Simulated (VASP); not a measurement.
# CdF2 (Fmmm) in VASP: further runs, part 2 of 2

VASP 6.6.1. The steps go on from the part before.

**4. Single point, PBEsol**

File INCAR:

```
PREC = Accurate
ENCUT = 520
EDIFF = 1E-6
ISMEAR = 0
SIGMA = 0.05
LREAL = False
LASPH = True
NELM = 60
ALGO = Normal
ISIF = 2
LWAVE = False
LCHARG = True
GGA = PS
LELF = True
LVHAR = True
NBANDS = 20
```

File KPOINTS:

```
regular mesh
0
Gamma
  8 8 8
```

File POSCAR:

```
CdF2
1.0
    0.0000000000      2.9511849777      2.3892147482
    2.7358191412      0.0000000000      2.3892147482
    2.7358191412      2.9511849777      0.0000000000
Cd F
1 2
Direct
    0.0000000000      0.0000000000      0.0000000000
    0.2500000000      0.2500000000      0.2500000000
    0.7500000000      0.7500000000      0.7500000000
```

Launch:

```
cat potpaw_PBE.64/Cd/POTCAR potpaw_PBE.64/F/POTCAR > POTCAR
mpirun -np 1 vasp_std > vasp.out
```

It took 2.4 min on 1 thread of Oxide Virtual Turin-like, shared host; peak memory 0.17 GiB.

It converged, with:

| Item | Value |
| --- | --- |
| Free energy | -11.2633 eV |
| Pressure | 1.9 GPa |
| Band gap on the k mesh | 2.00 eV (least direct gap 2.40 eV) |

Stress tensor (GPa, compression positive):
```
-1.14  0.00  0.00
 0.00 -9.57  0.00
 0.00  0.00 16.48
```

Levels at points of the mesh, in eV from the valence-band top:
| k point | band 10 | band 11 | band 12 | band 13 | band 14 | band 15 | band 16 | band 17 |
| --- | --- | --- | --- | --- | --- | --- | --- | --- |
| (0.00, 0.00, 0.00) | -1.61 | -1.05 | -0.90 | -0.41 | 2.00 | 11.83 | 12.11 | 12.33 |
| (0.50, 0.00, 0.00) | -2.61 | -2.15 | -1.08 | -0.97 | 6.29 | 7.91 | 13.17 | 14.33 |
| (0.50, 0.50, 0.00) | -3.51 | -0.83 | -0.66 | -0.17 | 6.59 | 8.71 | 11.51 | 12.27 |
| (0.50, 0.00, 0.50) | -3.14 | -1.45 | -0.78 | -0.03 | 7.04 | 8.96 | 11.43 | 13.32 |
| (0.00, 0.50, 0.50) | -3.19 | -1.07 | -0.91 | 0.00 | 7.32 | 8.35 | 11.07 | 12.50 |

Caveat: the cell differs from its parent crystal (strain +e along x and -e along y -0.0400, strain +e along z and -e/2 along x and y -0.1125); the stress differs along the axes, from -10 to 16 GPa; the PAW data sets were made with another functional, which shifts forces and pressure a little. A k mesh can miss the band edges.

**5. Single point, PBEsol**

File INCAR:

```
ALGO = Normal ; EDIFF = 1E-6
ENCUT = 520 ; GGA = PS
ISIF = 2 ; ISMEAR = 0
LASPH = T ; LCHARG = T
LELF = T ; LREAL = F
LVHAR = T ; LWAVE = F
NBANDS = 20 ; NELM = 60
PREC = Accurate ; SIGMA = 0.05
```

File KPOINTS:

```
k-points
0
Gamma
  8 8 8
```

File POSCAR:

```
CdF2
1.0
    0.0000000000      2.6483267702      2.9949311632
    2.4329609337      0.0000000000      2.9949311632
    2.4329609337      2.6483267702      0.0000000000
Cd F
1 2
Direct
    0.0000000000      0.0000000000      0.0000000000
    0.2500000000      0.2500000000      0.2500000000
    0.7500000000      0.7500000000      0.7500000000
```

Launch:

```
cat potpaw_PBE.64/Cd/POTCAR potpaw_PBE.64/F/POTCAR > POTCAR
mpirun -np 1 vasp_std > vasp.out
```

Wall time 2.2 min (1 thread of Oxide Virtual Turin-like, shared host); peak memory 0.18 GiB.

Results (log left out):

| Quantity | Value |
| --- | --- |
| Free energy | -11.2868 eV |
| Pressure | 1.6 GPa |
| Band gap on the k mesh | 2.12 eV (least direct gap 2.59 eV) |

Stress tensor (GPa, compression positive):
```
 13.61   0.00   0.00
  0.00   2.55   0.00
  0.00   0.00 -11.26
```

Levels at points of the mesh, in eV from the valence-band top:
```tsv
k point	band 10	band 11	band 12	band 13	band 14	band 15	band 16	band 17
(0.00, 0.00, 0.00)	-1.32	-1.03	-0.77	-0.48	2.12	11.97	12.13	12.49
(0.50, 0.00, 0.00)	-2.45	-2.05	-0.95	-0.86	6.39	8.00	13.44	14.53
(0.50, 0.50, 0.00)	-3.10	-1.40	-0.54	-0.05	7.07	9.29	11.64	13.71
(0.50, 0.00, 0.50)	-3.17	-0.79	-0.77	0.00	7.42	8.40	11.14	12.37
(0.00, 0.50, 0.50)	-3.39	-0.74	-0.43	-0.19	6.89	8.69	11.48	12.19
```

Caveat: the cell differs from its parent crystal (strain +e along x and -e along y -0.0400, strain +e along z and -e/2 along x and y +0.1125); the stress differs along the axes, from -11 to 14 GPa; the PAW data sets were made with another functional, which shifts forces and pressure a little.

**6. Single point, PBEsol**

File INCAR:

```
SYSTEM = CdF2
PREC = Accurate
ENCUT = 520
EDIFF = 1E-6
ISMEAR = 0
SIGMA = 0.05
LREAL = .False.
LASPH = .True.
NELM = 100
ALGO = Normal
ISIF = 2
LWAVE = .False.
LCHARG = .False.
GGA = PS
NBANDS = 20
```

File KPOINTS:

```
Automatic mesh
0
Gamma
  8 8 8
  0 0 0
```

File POSCAR:

```
CdF2
1.0
    0.0000000000      2.6718824085      2.8939784274
    2.5103580312      0.0000000000      2.8939784274
    2.5103580312      2.6718824085      0.0000000000
Cd F
1 2
Direct
    0.0000000000      0.0000000000      0.0000000000
    0.2500000000      0.2500000000      0.2500000000
    0.7500000000      0.7500000000      0.7500000000
```

Potentials or basis: VASP PAW PBE potentials, release 64 (Cd, F).

Launch:

```
cat potpaw_PBE.64/Cd/POTCAR potpaw_PBE.64/F/POTCAR > POTCAR
mpirun -np 1 vasp_std > vasp.out
```

Wall time 2.1 min (1 thread of Oxide Virtual Turin-like, shared host); peak memory 0.17 GiB.

The run converged. Its results:

* Free energy: -11.4531 eV
* Pressure: 1.2 GPa
* Band gap on the k mesh: 2.52 eV (least direct gap 3.09 eV)

Stress tensor (GPa, compression positive):
```
 9.08  0.00  0.00
 0.00  1.57  0.00
 0.00  0.00 -7.15
```

Levels at points of the mesh, in eV from the valence-band top:
```
           k point  band 9  band 10  band 11  band 12  band 13  band 14  band 15  band 16  band 17  band 18
(0.00, 0.00, 0.00)   -1.17    -1.01    -0.77    -0.59    -0.58     2.52    12.17    12.31    12.53    17.24
(0.50, 0.00, 0.00)   -2.59    -2.23    -1.94    -0.69    -0.62     6.73     8.49    13.73    14.57    17.14
(0.50, 0.50, 0.00)   -3.27    -3.01    -1.08    -0.33    -0.03     7.53     9.42    11.63    13.89    14.49
(0.50, 0.00, 0.50)   -3.32    -3.05    -0.66    -0.51     0.00     7.65     8.94    11.41    13.02    14.68
(0.00, 0.50, 0.50)   -3.29    -3.20    -0.48    -0.27    -0.26     7.34     9.04    11.60    12.96    14.05
```

Caveat: the cell differs from its parent crystal (strain +e along x and -e along y -0.0300, strain +e along z and -e/2 along x and y +0.0750); the stress differs along the axes, from -7 to 9 GPa; the PAW data sets were made with another functional, which shifts forces and pressure a little.

**7. Summary**

```tsv
cell	gap on the mesh (eV)	pressure (GPa)
a = 3.921, b = 3.849, c = 3.665 Å, angles 62.8, 60.9, 56.3°, 3 atoms	2.59	1.1
a = 3.957, b = 3.813, c = 3.668 Å, angles 63.8, 59.9, 56.3°, 3 atoms	2.44	1.3
a = 3.797, b = 3.632, c = 4.024 Å, angles 59.2, 55.3, 65.6°, 3 atoms	2.00	1.9
a = 3.998, b = 3.859, c = 3.596 Å, angles 64.7, 60.8, 54.4°, 3 atoms	2.12	1.6
a = 3.939, b = 3.831, c = 3.666 Å, angles 63.3, 60.4, 56.3°, 3 atoms	2.52	1.2
```

Alike in all rows: task single point; level PBEsol; potentials or basis VASP PAW PBE potentials, release 64 (Cd, F); no spin polarisation; k mesh 8 × 8 × 8; cutoff (eV) 520; smearing gaussian 0.05 eV.

Caveats: the PAW data sets were made with another functional, which shifts forces and pressure a little; the stress differs along the axes, from -7 to 8 GPa (at least some runs); the stress differs along the axes, from -7 to 11 GPa (at least some runs); the stress differs along the axes, from -10 to 16 GPa (at least some runs); the stress differs along the axes, from -11 to 14 GPa (at least some runs); the stress differs along the axes, from -7 to 9 GPa (at least some runs).

Absolute energies hang on the potentials; compare differences alone.
